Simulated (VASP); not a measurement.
# Zr (Im-3m) in VASP: a series of runs

The runs below take Zr through single point, with r2SCAN.

Everything below comes from runs of VASP 6.6.1. Logs are shortened: lines on timing, memory, paths and dates and some standing lists are left out, and cuts for length are marked.

## (1) The cell of the first run

It takes space group Im-3m (No. 229, cubic). The conventional cell has a = 3.546 Å, b = 3.546 Å, c = 3.546 Å, α = 90.00°, β = 90.00°, γ = 90.00°. Zr (site symmetry m-3m) has 14 Zr at 3.07 to 3.55 Å within 4.0 Å.

## (2) Single point, r2SCAN

POSCAR reads:

```
Zr
1.0
   -1.7730508568      1.7730508568      1.7730508568
    1.7730508568     -1.7730508568      1.7730508568
    1.7730508568      1.7730508568     -1.7730508568
Zr
1
Direct
    0.0000000000      0.0000000000      0.0000000000
```

INCAR.step1 reads:

```
SYSTEM = Zr
ALGO     = Normal         ! electronic algorithm
EDIFF    = 1E-5           ! SCF threshold, eV
ENCUT    = 550            ! plane-wave cutoff, eV
GGA      = PE             ! functional
GGA_COMPAT= .FALSE.      
ISMEAR   = -1             ! smearing method
LASPH    = .TRUE.         ! aspherical terms in the spheres
LCHARG   = .FALSE.        ! write CHGCAR
LREAL    = .FALSE.        ! projectors in reciprocal space
LWAVE    = .TRUE.         ! write WAVECAR
NBANDS   = 12             ! bands
NELM     = 120            ! most SCF steps
PREC     = Accurate       ! precision mode
SIGMA    = 0.05           ! smearing width, eV
```

INCAR.step2 reads:

```
SYSTEM = Zr
ALGO     = Normal         ! electronic algorithm
EDIFF    = 1E-6           ! SCF threshold, eV
ENCUT    = 550            ! plane-wave cutoff, eV
GGA_COMPAT= .FALSE.      
ISIF     = 2              ! what is computed and relaxed
ISMEAR   = -1             ! smearing method
ISTART   = 1            
LASPH    = .TRUE.         ! aspherical terms in the spheres
LCHARG   = .TRUE.         ! write CHGCAR
LELF     = .TRUE.         ! ELF
LMIXTAU  = .TRUE.       
LREAL    = .FALSE.        ! projectors in reciprocal space
LVHAR    = .TRUE.       
LWAVE    = .FALSE.        ! write WAVECAR
METAGGA  = R2SCAN         ! meta-GGA
NBANDS   = 12             ! bands
NELM     = 120            ! most SCF steps
PREC     = Accurate       ! precision mode
SIGMA    = 0.05           ! smearing width, eV
```

KPOINTS reads:

```
k-points
0
G
  10 10 10
  0 0 0
```

Potentials or basis: VASP PAW PBE potentials, release 64 (Zr_sv).

Started as:

```bash
$ cat potpaw_PBE.64/Zr_sv/POTCAR > POTCAR
$ cp INCAR.step1 INCAR
$ mpirun -np 1 vasp_std > vasp.out
$ cp INCAR.step2 INCAR
$ mpirun -np 1 vasp_std > vasp.out
```

OUTCAR:

```text
SYSTEM = Zr
   EDIFF = 1E-6
   ENCUT = 550
   ISIF = 2
   ISMEAR = -1
   ISTART = 1
   LASPH = .TRUE.
   LREAL = .FALSE.
   METAGGA = R2SCAN
   NELM = 120
   PREC = Accurate

 ion  position               nearest neighbor table
   1  0.000  0.000  0.000-

  LATTYP: Found a body centered cubic cell.
 ALAT       =     3.5461017136

  Lattice vectors:

 A1 = (  -1.7730508568,   1.7730508568,   1.7730508568)
 A2 = (   1.7730508568,  -1.7730508568,   1.7730508568)
 A3 = (   1.7730508568,   1.7730508568,  -1.7730508568)

Analysis of symmetry for initial positions (statically):
=====================================================================
 Subroutine PRICEL returns:
 Original cell was already a primitive cell.

 Routine SETGRP: Setting up the symmetry group for a
 body centered cubic supercell.

 Subroutine GETGRP returns: Found 48 space group operations
 (whereof 48 operations were pure point group operations)
 out of a pool of 48 trial point group operations.

The static configuration has the point symmetry O_h .

Analysis of symmetry for dynamics (positions and initial velocities):
=====================================================================
 Subroutine PRICEL returns:
 Original cell was already a primitive cell.

 Routine SETGRP: Setting up the symmetry group for a
 body centered cubic supercell.

 Subroutine GETGRP returns: Found 48 space group operations
 (whereof 48 operations were pure point group operations)
 out of a pool of 48 trial point group operations.

The dynamic configuration has the point symmetry O_h .

 Subroutine INISYM returns: Found 48 space group operations
 (whereof 48 operations are pure point group operations),
 and found     1 'primitive' translations

----------------------------------------------------------------------------------------

                                     Primitive cell

  volume of cell :      22.2958

  direct lattice vectors                    reciprocal lattice vectors
    -1.773050857  1.773050857  1.773050857     0.000000000  0.281999807  0.281999807
     1.773050857 -1.773050857  1.773050857     0.281999807  0.000000000  0.281999807
     1.773050857  1.773050857 -1.773050857     0.281999807  0.281999807  0.000000000

  length of vectors
     3.071014168  3.071014168  3.071014168     0.398807952  0.398807952  0.398807952

  position of ions in fractional coordinates (direct lattice)
[... 76 lines left out ...]
   NELM   =    120;   NELMIN=  2; NELMDL=  0     # of ELM steps
   EDIFF  = 0.1E-05   stopping-criterion for ELM
   LREAL  =      F    real-space projection
   EDIFFG = 0.1E-04   stopping-criterion for IOM
   NSW    =      0    number of steps for IOM
   IBRION =     -1    ionic relax: 0-MD 1-quasi-New 2-CG
   NFREE  =      0    steps in history (QN), initial steepest desc. (CG)
   ISIF   =      2    stress and relaxation
   ISYM   =      2    0-nonsym 1-usesym 2-fastsym
   POTIM  = 0.5000    time-step for ionic-motion
   TEBEG  =    0.0;   TEEND  =   0.0 temperature during run
   PSTRESS=    0.0 pullay stress
   NELECT =      12.0000    total number of electrons
   NUPDOWN=      -1.0000    fix difference up-down
   EMIN   =  10.00;   EMAX   =-10.00  energy-range for DOS
   EFERMI =   0.00;   METHOD = LEGACY
   ISMEAR =    -1;   SIGMA  =   0.05  broadening in eV -4-tet -1-fermi 0-gaus
   EFERMI_NEDOS =   21; number of points for ismear=-14 and -15
   IALGO  =     38    algorithm
   IMIX   =      4    mixing-type and parameters
     AMIX     =   0.40;   BMIX     =  1.00
     AMIX_MAG =   1.60;   BMIX_MAG =  1.00
  volume/ion in A,a.u.               =      22.30       150.46
  Fermi-wavevector in a.u.,A,eV,Ry     =   1.331662  2.516477 24.127539  1.773324
  Thomas-Fermi vector in A             =   2.460656
   LORBIT       =      0    0 simple, 1 ext, 2 COOP (PROOUT), +10 PAW based schemes
   METAGGA = R2SCAN    functional components
   LHFCALC =     F    Hartree Fock is set to
   AEXX    =    0.0000 exact exchange contribution
   IVDW    =     0    specifies the selected vdW correction
   LEPSILON=     F    determine dielectric tensor
   LRPA    =     F    only Hartree local field effects (RPA)
 non-spin polarized calculation
  energy-cutoff  :      550.00
  volume of cell :       22.30
 maximum number of plane-waves:       682
   NGX = 11   NGY = 11   NGZ = 11

 number of electron      12.0000000 magnetization

 Free energy of the ion-electron system (eV)
  ---------------------------------------------------
  ext. energy  EPLUGINS =         0.00000000
  ---------------------------------------------------
  free energy    TOTEN  =       -22.63358024 eV

  energy without entropy =      -22.61806864  energy(sigma->0) =      -22.62582444

 E-fermi :   9.2790     XC(G=0): -12.1838

 val. band max:        9.2627990268   @ k =   0.2000   0.2000   0.0000
 cond. band min:       9.2903986689   @ k =  -0.2000   0.3000   0.1000
 fundamental gap:      0.0275996421
 Fermi energy:         9.2789641045

 k-point     1 :       0.0000    0.0000    0.0000
  band No.  band energies     occupation
      1     -40.8788      2.00000
      2     -17.6119      2.00000
      3     -17.6119      2.00000
      4     -17.6119      2.00000
      5       3.4451      2.00000
      6      10.5601      0.00000
      7      10.5601      0.00000
      8      10.5601      0.00000
      9      13.2077      0.00000
     10      13.2077      0.00000
     11      22.2935      0.00000
     12      22.2935      0.00000
[... 331 lines left out ...]
 k-point    24 :      -0.3000    0.3000    0.1000
  band No.  band energies     occupation
      1     -40.7371      2.00000
      2     -18.3767      2.00000
      3     -17.8894      2.00000
      4     -17.7045      2.00000
      5       6.1183      2.00000
      6       9.3870      0.20683
      7       9.4626      0.04958
      8      11.9887      0.00000
      9      13.3812      0.00000
     10      14.0932      0.00000
     11      21.9620      0.00000
     12      23.8760      0.00000

 [... further k-points ...]
[... 5 lines left out ...]
  --------------------------------------------------------------------------------------
  -------------------------------------------------------------------------------------
  Total        0.3302286      0.3302286      0.3302286      0.0000000      0.0000000     -0.0000000
  in kB       23.7302177     23.7302177     23.7302177      0.0000000      0.0000000     -0.0000000
  external PRESSURE =      23.7302177 kB  Pullay stress =       0.0000000 kB

 VOLUME and BASIS-vectors are now :
 -----------------------------------------------------------------------------
  energy-cutoff  :      550.00
  volume of cell :       22.30
      direct lattice vectors                 reciprocal lattice vectors
    -1.773050857  1.773050857  1.773050857     0.000000000  0.281999807  0.281999807
     1.773050857 -1.773050857  1.773050857     0.281999807  0.000000000  0.281999807
     1.773050857  1.773050857 -1.773050857     0.281999807  0.281999807  0.000000000

 POSITION                                       TOTAL-FORCE (eV/Angst)
 -----------------------------------------------------------------------------------
      0.00000      0.00000      0.00000         0.000000      0.000000      0.000000
 -----------------------------------------------------------------------------------
    total drift:                               -0.000000      0.000000      0.000000

  FREE ENERGIE OF THE ION-ELECTRON SYSTEM (eV)
  ---------------------------------------------------
  free  energy   TOTEN  =       -22.6335802383 eV

  energy  without entropy=      -22.6180686390  energy(sigma->0) =      -22.62582444
```

OSZICAR.step1:

```text
N       E                     dE             d eps       ncg     rms          rms(c)
DAV:   1     0.881118038005E+02    0.88112E+02   -0.71107E+03  1144   0.105E+03
DAV:   2    -0.548065391042E+01   -0.93592E+02   -0.91060E+02  1316   0.274E+02
DAV:   3    -0.866583303509E+01   -0.31852E+01   -0.31311E+01  1648   0.426E+01
DAV:   4    -0.874230374057E+01   -0.76471E-01   -0.76441E-01  1324   0.633E+00
DAV:   5    -0.874376408147E+01   -0.14603E-02   -0.14603E-02  1584   0.702E-01    0.111E+01
DAV:   6    -0.848574594586E+01    0.25802E+00   -0.34962E-01  1220   0.548E+00    0.453E+00
DAV:   7    -0.844140498451E+01    0.44341E-01   -0.18162E-01  1408   0.376E+00    0.668E-01
DAV:   8    -0.844452788762E+01   -0.31229E-02   -0.11000E-02  1300   0.121E+00    0.816E-02
DAV:   9    -0.844452373628E+01    0.41513E-05   -0.38190E-04  1420   0.166E-01    0.251E-02
DAV:  10    -0.844451961131E+01    0.41250E-05   -0.14300E-05  1060   0.393E-02
   1 F= -.84445196E+01 E0= -.84375427E+01  d E =-.139538E-01
```

Wall time 29 s (1 thread of Intel Xeon Platinum 8488C (Sapphire Rapids), shared host); peak memory 0.14 GiB.

What came out:

| Property | Result |
| --- | --- |
| Free energy | -22.6336 eV |
| Pressure | 2.4 GPa |
| Band gap on the k mesh | zero (band 6 reaches 10.56 eV, above the bottom of band 7 at 8.52 eV) |

Caveat: the PAW data sets were made with another functional, which shifts forces and pressure a little.

## (3) Single point, r2SCAN

This run uses another cell than the first one, of 22.77 Å³/atom, 1.021 times its volume.

POSCAR reads:

```
Zr
1.0
   -1.7855375418      1.7855375418      1.7855375418
    1.7855375418     -1.7855375418      1.7855375418
    1.7855375418      1.7855375418     -1.7855375418
Zr
1
Direct
    0.0000000000      0.0000000000      0.0000000000
```

INCAR.step1 reads:

```
SYSTEM = Zr
PREC = Accurate
ENCUT = 550
ISMEAR = -1
SIGMA = 0.05
LREAL = .FALSE.
LASPH = .TRUE.
NELM = 120
NBANDS = 12
GGA = PE
ALGO = Normal
EDIFF = 1E-5
LWAVE = .TRUE.
LCHARG = .FALSE.
GGA_COMPAT = .FALSE.
```

INCAR.step2 reads:

```
SYSTEM = Zr
PREC = Accurate
ENCUT = 550
EDIFF = 1E-6
ISMEAR = -1
SIGMA = 0.05
LREAL = .FALSE.
LASPH = .TRUE.
NELM = 120
ALGO = Normal
ISIF = 2
LWAVE = .FALSE.
LCHARG = .TRUE.
METAGGA = R2SCAN
LMIXTAU = .TRUE.
LELF = .TRUE.
LVHAR = .TRUE.
NBANDS = 12
ISTART = 1
GGA_COMPAT = .FALSE.
```

KPOINTS reads:

```
Automatic mesh
0
G
  10 10 10
  0 0 0
```

Potentials or basis: VASP PAW PBE potentials, release 64 (Zr_sv).

Started as:

```bash
$ cat potpaw_PBE.64/Zr_sv/POTCAR > POTCAR
$ cp INCAR.step1 INCAR
$ mpirun -np 1 vasp_std > vasp.out
$ cp INCAR.step2 INCAR
$ mpirun -np 1 vasp_std > vasp.out
```

Run time: 29 s. Hardware: 1 thread of Intel Xeon Platinum 8488C (Sapphire Rapids), shared host; peak memory 0.14 GiB.

The run converged. Its results:

```yaml
Free_energy: -22.6380 eV
Pressure: 0.6 GPa
Band_gap_on_the_k_mesh: zero (band 6 reaches 10.31 eV, above the bottom of band 7 at 8.25 eV)
```

Levels at points of the mesh, in eV from the Fermi level:
```tsv
k point	band 2	band 3	band 4	band 5	band 6	band 7	band 8	band 9	band 10	band 11
(0.00, 0.00, 0.00)	-26.97	-26.97	-26.97	-5.80	1.27	1.27	1.27	3.86	3.86	12.95
(0.50, 0.00, 0.00)	-28.05	-27.30	-26.98	-3.03	-0.70	1.53	3.90	4.60	6.72	10.44
(0.50, 0.50, 0.50)	-27.70	-27.70	-27.70	-2.86	-2.86	6.01	6.01	6.01	7.92	7.92
```

Caveat: the PAW data sets were made with another functional, which shifts forces and pressure a little.
